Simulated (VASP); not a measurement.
A run of VASP 6.6.1 is set up as follows.

File INCAR:

```
PREC = Accurate ; ENCUT = 600
EDIFF = 1E-6 ; ISMEAR = 0
SIGMA = 0.1 ; LREAL = F
LASPH = T ; NELM = 60
ALGO = Normal ; ISIF = 3
LWAVE = F ; LCHARG = F
GGA = PE ; IBRION = 2
NSW = 90 ; EDIFFG = -0.04
```

Contents of KPOINTS:

```
regular mesh
0
Gamma
  4 4 4
```

The input POSCAR:

```
RbNa3Te2
1.0
   -3.1876798600      3.1876798600      4.3172508500
    3.1876798600     -3.1876798600      4.3172508500
    3.1876798600      3.1876798600     -4.3172508500
Rb Na Te
1 3 2
Direct
    0.5000000000      0.5000000000      0.0000000000
    0.5000000000      0.0000000000      0.5000000000
    0.0000000000      0.5000000000      0.5000000000
    0.0000000000      0.0000000000      0.0000000000
    0.2284971800      0.2284971800      0.0000000000
    0.7715028200      0.7715028200      0.0000000000
```

Potentials or basis: VASP PAW PBE potentials, release 64 (Rb_sv, Na_pv, Te).

The run is started by

```console
$ cat potpaw_PBE.64/Rb_sv/POTCAR potpaw_PBE.64/Na_pv/POTCAR potpaw_PBE.64/Te/POTCAR > POTCAR
$ mpirun -np 1 vasp_std > vasp.out
```

(1) Estimate the band gap on the k mesh.

(2) What does it give for the relaxed volume?

Results:

(1) zero (bands 21 and 22 overlap by 0.20 eV).

(2) 51.89 Å³/atom.

Caveat: the volume moved by over 15 % at a fixed basis, so the end points are rough; spin-orbit coupling is left out, which moves the levels of the heavy elements.
